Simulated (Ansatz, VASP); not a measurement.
**Ir in VASP and in Ansatz**

Contents of INCAR:

```
ALGO = Normal
EDIFF = 1E-6
ENCUT = 520
ISIF = 2
ISMEAR = -1
LASPH = T
LCHARG = T
LELF = T
LREAL = F
LVHAR = T
LWAVE = F
NBANDS = 16
NELM = 80
PREC = Accurate
SIGMA = 0.05
```

Contents of KPOINTS:

```
k-points
0
Gamma
  8 8 5
```

The input POSCAR:

```
Ir
1.0
    2.7513778946      0.0000000000      0.0000000000
   -1.3756889473      2.3827631521      0.0000000000
    0.0000000000      0.0000000000      4.4622900000
Ir
2
Direct
    0.3333333333      0.6666666667      0.2500000000
    0.6666666667      0.3333333333      0.7500000000
```

input.yaml

```yaml
crystal:
  lattice:
    - [2.7513778946, 0.0, 0.0]
    - [-1.3756889473, 2.3827631521, 0.0]
    - [0.0, 0.0, 4.46229]
  atoms:
    - { symbol: Ir, position: [0.3333333333, 0.6666666667, 0.25] }
    - { symbol: Ir, position: [0.6666666667, 0.3333333333, 0.75] }
kpoints:
  mp_grid: { grid: [8, 8, 5] }
  band_path:
    path:
      - [0.0, 0.0, 0.0]
      - [0.5, 0.0, 0.0]
      - [0.3333333333, 0.3333333333, 0.0]
      - [0.0, 0.0, 0.0]
      - [0.0, 0.0, 0.5]
      - [0.5, 0.0, 0.5]
      - [0.3333333333, 0.3333333333, 0.5]
      - [0.0, 0.0, 0.5]
    npoints: 12
scf:
  occupations: { method: fermi_dirac, width: 0.05 }
hamiltonian:
  xc: lda
  pseudopotentials: { kind: all_electron, lapw: { basis_error: 0.001 } }
output:
  forces: true
  stress: true
  eigenvalues: true
```

Alike in both runs: functional LDA; k mesh 8 × 8 × 5; occupations fermi-dirac, width 0.05 eV; no spin polarisation.

|  | VASP | Ansatz |
| --- | --- | --- |
| version | VASP 6.6.1 | Ansatz 0.2.0 |
| potentials or method | VASP PAW LDA potentials, release 64 (Ir), cutoff 520 eV | all-electron LAPW, scalar-relativistic |
| task | single point | band structure |

|  | VASP | Ansatz | Ansatz less VASP |
| --- | --- | --- | --- |
| gap on the k mesh at the Fermi level (eV) | none | none | - |
| pressure (GPa) | -15.0 | -17.0 | -2.03 |
| traceless stress, the component that is largest in VASP (GPa) | -1.09 | -1.14 | -0.041 |

LDA's correlation is that of Perdew and Zunger in VASP and of Perdew and Wang (1992) in Ansatz. A gap of «none» marks a metal or a gap that the smearing closes. Ansatz ran all-electron here, and VASP with PAW potentials.

Neither program's run includes spin-orbit coupling. Noted on Ansatz's run: the k mesh is thin for a metal, which can move the energy by tens of meV per atom.
